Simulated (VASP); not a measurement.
Wanted: the native input for a VASP 6.6.1 run.

```
Task                   : relaxation of cell and atoms
Functional             : PBE
Potentials or basis    : VASP PAW PBE potentials, release 64 (Nb_sv)
Cutoff                 : 600 eV
k mesh                 : 17 × 17 × 9
Occupations            : fermi-dirac, width 0.08 eV
Spin                   : no spin polarisation
Dipole correction      : no
Further INCAR settings : ALGO = Normal; EDIFF = 1e-06; IBRION = 2; EDIFFG = -0.005; NSW = 60; ISIF = 3
```

The structure of Nb lies in POSCAR:

```
Nb
1.0
    2.9563926124      0.0000000000      0.0000000000
   -1.4781963062      2.5603111058      0.0000000000
    0.0000000000      0.0000000000      4.7893560320
Nb
2
Direct
    0.3333333333      0.6666666667      0.2500000000
    0.6666666667      0.3333333333      0.7500000000
```

These files were run (other wordings do the same):

INCAR

```
PREC     = Accurate       # precision mode
ENCUT    = 600            # plane-wave cutoff, eV
EDIFF    = 1E-6           # SCF threshold, eV
ISMEAR   = -1             # smearing method
SIGMA    = 0.08           # smearing width, eV
LREAL    = F              # projectors in reciprocal space
LASPH    = T              # aspherical terms in the spheres
NELM     = 60             # most SCF steps
ALGO     = Normal         # electronic algorithm
ISIF     = 3              # what is computed and relaxed
LWAVE    = F              # write WAVECAR
LCHARG   = F              # write CHGCAR
GGA      = PE             # functional
IBRION   = 2              # ionic algorithm
NSW      = 60             # ionic steps
EDIFFG   = -0.005         # ionic threshold
```

KPOINTS

```
regular mesh
0
Gamma
  17 17 9
```

Potentials or basis: VASP PAW PBE potentials, release 64 (Nb_sv).

The run is started by

```sh
$ cat potpaw_PBE.64/Nb_sv/POTCAR > POTCAR
$ mpirun -np 1 vasp_std > vasp.out
```

It gave:

```
Relaxed volume                         : 18.64 Å³/atom
Relaxed cell                           : a = 2.867 Å, b = 2.867 Å, c = 5.238 Å, α = 90.00°, β = 90.00°, γ = 120.00°
Space group after relaxing (to 0.05 Å) : P6_3/mmc (No. 194)
Energy gained by relaxing              : 67.2 meV/atom
Ionic steps                            : 15
Pressure after relaxing                : 0.0 GPa
Band gap on the k mesh                 : zero (band 13 reaches 12.71 eV, above the bottom of band 14 at 10.32 eV)
```

Run time: 17 min on 1 thread of Oxide Virtual Turin-like Processor, with other jobs on the host, peak memory 0.2 GiB.
